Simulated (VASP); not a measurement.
Crystal: Te.

```
CELL_PARAMETERS angstrom
4.63249 0.00000 0.00000
-2.31624 4.01185 0.00000
0.00000 0.00000 5.88690
ATOMIC_POSITIONS crystal
Te 0.25359 0.00000 0.33333
Te 0.00000 0.25359 0.66667
Te 0.74641 0.74641 0.00000
```

Base run:

```yaml
Program: VASP 6.6.1
Functional: r2SCAN
Potentials_or_basis: VASP PAW PBE potentials, release 64 (Te)
Cutoff: 520 eV
k_mesh: 4 × 4 × 3
Occupations: fermi-dirac, width 0.05 eV
Spin: no spin polarisation
```

Its results: band gap on the k mesh 1.15 eV, indirect (least direct gap 1.41 eV); pressure 0.1 GPa; largest force 0.012 eV/Å.

Question: After a change of settings the same cell gave: band gap on the k mesh 0.78 eV, indirect (the least direct gap lies 0.3 meV higher); pressure 0.0 GPa; largest force 0.019 eV/Å. Which change was it?
A. k mesh from 4 × 4 × 3 to 1 × 1 × 1; further incar settings from ALGO = Normal; EDIFF = 1e-06; NBANDS = 16 to ALGO = Normal; EDIFF = 1e-07; NBANDS = 16
B. k mesh from 4 × 4 × 3 to 3 × 3 × 2
C. k mesh from 4 × 4 × 3 to 7 × 7 × 5
D. k mesh from 4 × 4 × 3 to 8 × 8 × 6

Answer: D.

Caveats: the PAW data sets were made with another functional, which shifts forces and pressure a little; spin-orbit coupling is left out, which moves the levels of the heavy elements.
